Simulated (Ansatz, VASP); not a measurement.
**Ag in VASP and in Ansatz**

File POSCAR:

```
Ag
1.0
    0.0000000000      2.0328845000      2.0431000000
    2.0431000000      0.0000000000      2.0431000000
    2.0431000000      2.0328845000      0.0000000000
Ag
1
Direct
    0.0000000000      0.0000000000      0.0000000000
```

File INCAR.step1:

```
SYSTEM = Ag
ALGO = Normal ; EDIFF = 1E-4
ENCUT = 520 ; GGA = PE
ISMEAR = 0 ; LASPH = .True.
LCHARG = .False. ; LREAL = .False.
LWAVE = .True. ; NBANDS = 12
NELM = 60 ; PREC = Accurate
SIGMA = 0.15
```

Contents of INCAR.step2:

```
SYSTEM = Ag
ALGO = Normal ; EDIFF = 1E-7
ENCUT = 520 ; ISIF = 2
ISMEAR = 0 ; ISTART = 1
LASPH = .True. ; LCHARG = .True.
LELF = .True. ; LMIXTAU = .True.
LREAL = .False. ; LVHAR = .True.
LWAVE = .False. ; METAGGA = R2SCAN
NBANDS = 12 ; NELM = 60
PREC = Accurate ; SIGMA = 0.15
```

The input KPOINTS:

```
k-points
0
Gamma
  20 20 20
  0 0 0
```

Input for Ansatz:

```yaml
crystal:
  lattice:
    - [0.0, 2.0328845, 2.0431]
    - [2.0431, 0.0, 2.0431]
    - [2.0431, 2.0328845, 0.0]
  atoms:
    - { symbol: Ag, position: [0.0, 0.0, 0.0] }
basis:
  ecutwfc: 500
kpoints:
  mp_grid: { grid: [20, 20, 20] }
hamiltonian:
  xc: r2scan
scf:
  occupations: { method: gaussian, width: 0.15 }
output:
  forces: true
  stress: true
  eigenvalues: true
```

Change from the starting cell: strain -0.0050 x Voigt [0, 1, 0, 0, 0, 0], atoms carried along.

Alike in both runs: task single point; functional r2SCAN; k mesh 20 × 20 × 20; occupations gaussian, width 0.15 eV; no spin polarisation.

```csv
,VASP,Ansatz
version,VASP 6.6.1,Ansatz 0.2.0
potentials or method,"VASP PAW PBE potentials, release 64 (Ag), cutoff 520 eV","scalar-relativistic, plane waves, PAW"
valence electrons in the cell,11,19
```

Ansatz gave:

* gap on the k mesh at the Fermi level (eV): none
* pressure (GPa): 2.0
* traceless stress, the component that is largest in VASP (GPa): 0.12

Q: Which values does VASP return?

A: gap on the k mesh at the Fermi level (eV): none; pressure (GPa): 2.1; traceless stress, the component that is largest in VASP (GPa): 0.13.

VASP's potentials were made for PBE, not for r2SCAN. A gap of «none» marks a metal or a gap that the smearing closes. The functional is the same, so the differences come from potentials, cutoffs and numerics. VASP's potentials hold 11 valence electrons a cell and Ansatz's 19, so a difference there can come from the potentials and not from the codes.
